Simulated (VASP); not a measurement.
# ZnS (F-43m) in VASP: further runs, part 2 of 2

VASP 6.6.1.

### 3 Single point, PBE (19.94 Å³/atom)

This run uses another cell than the first one, of 19.94 Å³/atom.

INCAR

```
  PREC = Accurate
  ENCUT = 500
  EDIFF = 1E-6
  ISMEAR = 0
  SIGMA = 0.05
  LREAL = F
  LASPH = T
  NELM = 120
  ALGO = Normal
  ISIF = 2
  LWAVE = F
  LCHARG = F
  GGA = PE
  NBANDS = 16
  GGA_COMPAT = F
```

KPOINTS

```
Automatic mesh
0
Gamma
  8 8 8
```

POSCAR

```
ZnS
1.0
    0.0000000000      2.7115698349      2.7115698349
    2.7115698349      0.0000000000      2.7115698349
    2.7115698349      2.7115698349      0.0000000000
Zn S
1 1
Direct
    0.2500000000      0.2500000000      0.2500000000
    0.0000000000      0.0000000000      0.0000000000
```

Potentials or basis: VASP PAW PBE potentials, release 64 (Zn, S).

Command:

```console
> cat potpaw_PBE.64/Zn/POTCAR potpaw_PBE.64/S/POTCAR > POTCAR
> mpirun -np 1 vasp_std > vasp.out
```

OUTCAR:

```text
PREC = Accurate
   ENCUT = 500
   EDIFF = 1E-6
   ISMEAR = 0
   LREAL = F
   LASPH = T
   NELM = 120
   ISIF = 2
   GGA = PE

 ion  position               nearest neighbor table
   1  0.250  0.250  0.250-   2 2.35   2 2.35   2 2.35   2 2.35
   2  0.000  0.000  0.000-   1 2.35   1 2.35   1 2.35   1 2.35

  LATTYP: Found a face centered cubic cell.
 ALAT       =     5.4231396698

  Lattice vectors:

 A1 = (   0.0000000000,   2.7115698349,   2.7115698349)
 A2 = (   2.7115698349,   0.0000000000,   2.7115698349)
 A3 = (   2.7115698349,   2.7115698349,   0.0000000000)

Analysis of symmetry for initial positions (statically):
=====================================================================
 Subroutine PRICEL returns:
 Original cell was already a primitive cell.

 Routine SETGRP: Setting up the symmetry group for a
 face centered cubic supercell.

 Subroutine GETGRP returns: Found 24 space group operations
 (whereof 24 operations were pure point group operations)
 out of a pool of 48 trial point group operations.

The static configuration has the point symmetry T_d .

Analysis of symmetry for dynamics (positions and initial velocities):
=====================================================================
 Subroutine PRICEL returns:
 Original cell was already a primitive cell.

 Routine SETGRP: Setting up the symmetry group for a
 face centered cubic supercell.

 Subroutine GETGRP returns: Found 24 space group operations
 (whereof 24 operations were pure point group operations)
 out of a pool of 48 trial point group operations.

The dynamic configuration has the point symmetry T_d .

 Subroutine INISYM returns: Found 24 space group operations
 (whereof 24 operations are pure point group operations),
 and found     1 'primitive' translations

----------------------------------------------------------------------------------------

                                     Primitive cell

  volume of cell :      39.8742

  direct lattice vectors                    reciprocal lattice vectors
     0.000000000  2.711569835  2.711569835    -0.184395030  0.184395030  0.184395030
     2.711569835  0.000000000  2.711569835     0.184395030 -0.184395030  0.184395030
     2.711569835  2.711569835  0.000000000     0.184395030  0.184395030 -0.184395030

  length of vectors
     3.834738836  3.834738836  3.834738836     0.319381560  0.319381560  0.319381560

  position of ions in fractional coordinates (direct lattice)
     0.250000000  0.250000000  0.250000000
     0.000000000  0.000000000  0.000000000

  ion indices of the primitive-cell ions
   primitive index   ion index
                 1           1
                 2           2

----------------------------------------------------------------------------------------

 KPOINTS: Automatic mesh

Automatic generation of k-mesh.
 Grid dimensions read from file:
 generate k-points for:    8    8    8

 Generating k-lattice:

  Cartesian coordinates                     Fractional coordinates (reciprocal lattice)
    -0.023049379  0.023049379  0.023049379     0.125000000  0.000000000  0.000000000
     0.023049379 -0.023049379  0.023049379     0.000000000  0.125000000  0.000000000
     0.023049379  0.023049379 -0.023049379     0.000000000  0.000000000  0.125000000

  Length of vectors
     0.039922695  0.039922695  0.039922695

  Shift w.r.t. Gamma in fractional coordinates (k-lattice)
     0.000000000  0.000000000  0.000000000

 Subroutine IBZKPT returns following result:
 ===========================================

 Found     29 irreducible k-points:

 Following reciprocal coordinates:
            Coordinates               Weight
  0.000000  0.000000  0.000000      1.000000
  0.125000  0.000000  0.000000      8.000000
  0.250000  0.000000  0.000000      8.000000
  0.375000  0.000000  0.000000      8.000000
  0.500000  0.000000  0.000000      4.000000
  0.125000  0.125000  0.000000      6.000000
[... 16 lines left out ...]
  0.500000  0.250000  0.125000     48.000000
 -0.375000  0.250000  0.125000     24.000000
 [... further k-points ...]
   k-points           NKPTS =     29   k-points in BZ     NKDIM =     29   number of bands    NBANDS=     16
   number of dos      NEDOS =    301   number of ions     NIONS =      2
   total plane-waves  NPLWV =  21952
   dimension x,y,z NGX =    28 NGY =   28 NGZ =   28
   dimension x,y,z NGXF=    56 NGYF=   56 NGZF=   56
   ions per type =               1   1
   NGX,Y,Z   is equivalent  to a cutoff of  12.14, 12.14, 12.14 a.u.
   NGXF,Y,Z  is equivalent  to a cutoff of  24.28, 24.28, 24.28 a.u.
 SYSTEM =  unknown system
   PREC   = accura    normal or accurate (medium, high low for compatibility)
   ISTART =      0    job   : 0-new  1-cont  2-samecut
   ICHARG =      2    charge: 1-file 2-atom 10-const
   ISPIN  =      1    spin polarized calculation?
   LNONCOLLINEAR =      F non collinear calculations
   LSORBIT =      F    spin-orbit coupling
   LASPH  =      T    aspherical Exc in radial PAW
   ENCUT  =  500.0 eV  36.75 Ry    6.06 a.u.   6.99  6.99  6.99*2*pi/ulx,y,z
   NELM   =    120;   NELMIN=  2; NELMDL= -5     # of ELM steps
   EDIFF  = 0.1E-05   stopping-criterion for ELM
   LREAL  =      F    real-space projection
   EDIFFG = 0.1E-04   stopping-criterion for IOM
   NSW    =      0    number of steps for IOM
   IBRION =     -1    ionic relax: 0-MD 1-quasi-New 2-CG
   NFREE  =      0    steps in history (QN), initial steepest desc. (CG)
   ISIF   =      2    stress and relaxation
   ISYM   =      2    0-nonsym 1-usesym 2-fastsym
   POTIM  = 0.5000    time-step for ionic-motion
   TEBEG  =    0.0;   TEEND  =   0.0 temperature during run
   PSTRESS=    0.0 pullay stress
   NELECT =      18.0000    total number of electrons
   NUPDOWN=      -1.0000    fix difference up-down
   EMIN   =  10.00;   EMAX   =-10.00  energy-range for DOS
   EFERMI =   0.00;   METHOD = LEGACY
   ISMEAR =     0;   SIGMA  =   0.05  broadening in eV -4-tet -1-fermi 0-gaus
   EFERMI_NEDOS =   21; number of points for ismear=-14 and -15
   IALGO  =     38    algorithm
   IMIX   =      4    mixing-type and parameters
     AMIX     =   0.40;   BMIX     =  1.00
     AMIX_MAG =   1.60;   BMIX_MAG =  1.00
  volume/ion in A,a.u.               =      19.94       134.54
  Fermi-wavevector in a.u.,A,eV,Ry     =   1.255842  2.373197 21.458268  1.577138
  Thomas-Fermi vector in A             =   2.389579
   LORBIT       =      0    0 simple, 1 ext, 2 COOP (PROOUT), +10 PAW based schemes
   GGA     = PE    functional components
   LHFCALC =     F    Hartree Fock is set to
   AEXX    =    0.0000 exact exchange contribution
   IVDW    =     0    specifies the selected vdW correction
   LEPSILON=     F    determine dielectric tensor
   LRPA    =     F    only Hartree local field effects (RPA)
 non-spin polarized calculation
 Gauss-broadening in eV      SIGMA  =   0.05
  energy-cutoff  :      500.00
  volume of cell :       39.87
 maximum number of plane-waves:      1036
   NGX = 13   NGY = 13   NGZ = 13

 number of electron      17.9999993 magnetization

 Free energy of the ion-electron system (eV)
  ---------------------------------------------------
  ext. energy  EPLUGINS =         0.00000000
  ---------------------------------------------------
  free energy    TOTEN  =        -6.85046811 eV

  energy without entropy =       -6.85046811  energy(sigma->0) =       -6.85046811

 E-fermi :   2.2219     XC(G=0):  -9.5804

 val. band max:        2.0088298853   @ k =   0.0000   0.0000   0.0000
 cond. band min:       4.0762605980   @ k =   0.0000   0.0000   0.0000
 fundamental gap:      2.0674307127
 Fermi energy:         2.2218613706

 k-point     1 :       0.0000    0.0000    0.0000
  band No.  band energies     occupation
      1     -11.0582      2.00000
      2      -4.2890      2.00000
      3      -4.2890      2.00000
      4      -4.2890      2.00000
      5      -3.8034      2.00000
      6      -3.8034      2.00000
[... 8 lines left out ...]
     15      13.7591      0.00000
     16      13.8197      0.00000
[... 419 lines left out ...]
 k-point    24 :      -0.3750    0.2500    0.1250
  band No.  band energies     occupation
      1     -10.0011      2.00000
      2      -4.1632      2.00000
      3      -4.1082      2.00000
      4      -3.8541      2.00000
      5      -3.7909      2.00000
      6      -3.5391      2.00000
[... 8 lines left out ...]
     15      15.4326      0.00000
     16      16.2201      0.00000

 [... further k-points ...]

------------------------ aborting loop because EDIFF is reached ----------------------------------------

  FORCE on cell =-STRESS in cart. coord.  units (eV):
  Direction    XX          YY          ZZ          XY          YZ          ZX
  --------------------------------------------------------------------------------------
  -------------------------------------------------------------------------------------
  Total        0.2368004      0.2368004      0.2368004      0.0000000      0.0000000      0.0000000
  in kB        9.5148200      9.5148200      9.5148200      0.0000000      0.0000000      0.0000000
  external PRESSURE =       9.5148200 kB  Pullay stress =       0.0000000 kB

 VOLUME and BASIS-vectors are now :
 -----------------------------------------------------------------------------
  energy-cutoff  :      500.00
  volume of cell :       39.87
      direct lattice vectors                 reciprocal lattice vectors
     0.000000000  2.711569835  2.711569835    -0.184395030  0.184395030  0.184395030
     2.711569835  0.000000000  2.711569835     0.184395030 -0.184395030  0.184395030
     2.711569835  2.711569835  0.000000000     0.184395030  0.184395030 -0.184395030

 POSITION                                       TOTAL-FORCE (eV/Angst)
 -----------------------------------------------------------------------------------
      1.35578      1.35578      1.35578         0.000000      0.000000      0.000000
      0.00000      0.00000      0.00000        -0.000000     -0.000000     -0.000000
 -----------------------------------------------------------------------------------
    total drift:                               -0.000000     -0.000000     -0.000000

  FREE ENERGIE OF THE ION-ELECTRON SYSTEM (eV)
  ---------------------------------------------------
  free  energy   TOTEN  =        -6.8504681067 eV

  energy  without entropy=       -6.8504681067  energy(sigma->0) =       -6.85046811
```

stdout:

```text
POSCAR found type information on POSCAR ZnS
 POSCAR found :  2 types and       2 ions
 scaLAPACK will be used
 LDA part: xc-table for (Slater+PW92), standard interpolation
 POSCAR, INCAR and KPOINTS ok, starting setup
 FFT: planning ... GRIDC
 FFT: planning ... GRID_SOFT
 FFT: planning ... GRID
 WAVECAR not read
 entering main loop
```

It took 27 s on 1 thread of Intel Xeon 8259CL, shared host; peak memory 0.16 GiB.

What came out:

| Item | Value |
| --- | --- |
| Free energy | -6.8505 eV |
| Pressure | 1.0 GPa |
| Band gap on the k mesh | 2.07 eV |

Levels at points of the mesh, in eV from the valence-band top:
```
           k point  band 5  band 6  band 7  band 8  band 9  band 10  band 11  band 12  band 13  band 14
(0.00, 0.00, 0.00)   -5.81   -5.81    0.00    0.00    0.00     2.07     6.40     6.40     6.40    11.75
(0.50, 0.00, 0.00)   -5.78   -5.61   -5.22   -0.85   -0.85     3.29     6.93     6.93     8.84    12.12
(0.50, 0.50, 0.00)   -5.74   -5.60   -4.52   -2.18   -2.18     3.43     4.07    10.90    11.90    11.90
```

### 4 Against experiment

Step 3. Measured gap of ZnS: 3.85 eV (direct; 19 K; quoted in “Electronic, vibrational, and thermodynamic properties of ZnS (zincblende and rocksalt structure)”, 2009, arxiv:0911.5022). This calculation gives 2.07 eV (-1.78 eV). The value is that of PBE, without temperature or zero-point motion. Semilocal functionals fall short of measured gaps as a rule.
